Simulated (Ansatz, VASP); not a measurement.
# SnTe in VASP and in Ansatz

Contents of INCAR:

```
PREC     = Accurate       # precision mode
ENCUT    = 600            # plane-wave cutoff, eV
EDIFF    = 1E-6           # SCF threshold, eV
ISMEAR   = -1             # smearing method
SIGMA    = 0.05           # smearing width, eV
LREAL    = F              # projectors in reciprocal space
LASPH    = T              # aspherical terms in the spheres
NELM     = 100            # most SCF steps
ALGO     = Normal         # electronic algorithm
ISIF     = 3              # what is computed and relaxed
LWAVE    = F              # write WAVECAR
LCHARG   = F              # write CHGCAR
GGA      = PS             # functional
IBRION   = 2              # ionic algorithm
NSW      = 80             # ionic steps
EDIFFG   = -0.02          # ionic threshold
```

File KPOINTS:

```
Automatic mesh
0
Gamma
  7 7 7
```

POSCAR

```
SnTe
1.0
    0.0000000000      3.1508500000      3.1508500000
    3.1508500000      0.0000000000      3.1508500000
    3.1508500000      3.1508500000      0.0000000000
Te Sn
1 1
Direct
    0.5000000000      0.5000000000      0.5000000000
    0.0000000000      0.0000000000      0.0000000000
```

File input.yaml:

```yaml
crystal:
  lattice:
    - [0.0, 3.15085, 3.15085]
    - [3.15085, 0.0, 3.15085]
    - [3.15085, 3.15085, 0.0]
  atoms:
    - { symbol: Te, position: [0.5, 0.5, 0.5] }
    - { symbol: Sn, position: [0.0, 0.0, 0.0] }
kpoints:
  mp_grid: { grid: [7, 7, 7] }
scf:
  occupations: { method: fermi_dirac, width: 0.05 }
hamiltonian:
  xc: pbesol
  pseudopotentials: { kind: all_electron, lapw: { basis_error: 0.001 } }
output:
  forces: true
  stress: true
relax:
  f_tol: 0.02
  max_steps: 60
  cell: {}
```

Alike in both runs: task relaxation of cell and atoms; functional PBEsol; k mesh 7 × 7 × 7; occupations fermi-dirac, width 0.05 eV; no spin polarisation.

|  | VASP | Ansatz |
| --- | --- | --- |
| version | VASP 6.6.1 | Ansatz 0.2.0 |
| potentials or method | VASP PAW PBE potentials, release 64 (Te, Sn_d), cutoff 600 eV | all-electron LAPW, scalar-relativistic |

Ansatz gave:

* relaxed volume (Å³/atom): 31.03
* relaxed cell length with the largest relative difference (Å): 4.444

Problem. What did VASP give for the same quantities?

Solution. Relaxed volume (Å³/atom): 31.05; relaxed cell length with the largest relative difference (Å): 4.445.

VASP's potentials were made for PBE, not for PBEsol. Ansatz ran all-electron here, and VASP with PAW potentials.

Spin-orbit coupling is off throughout.
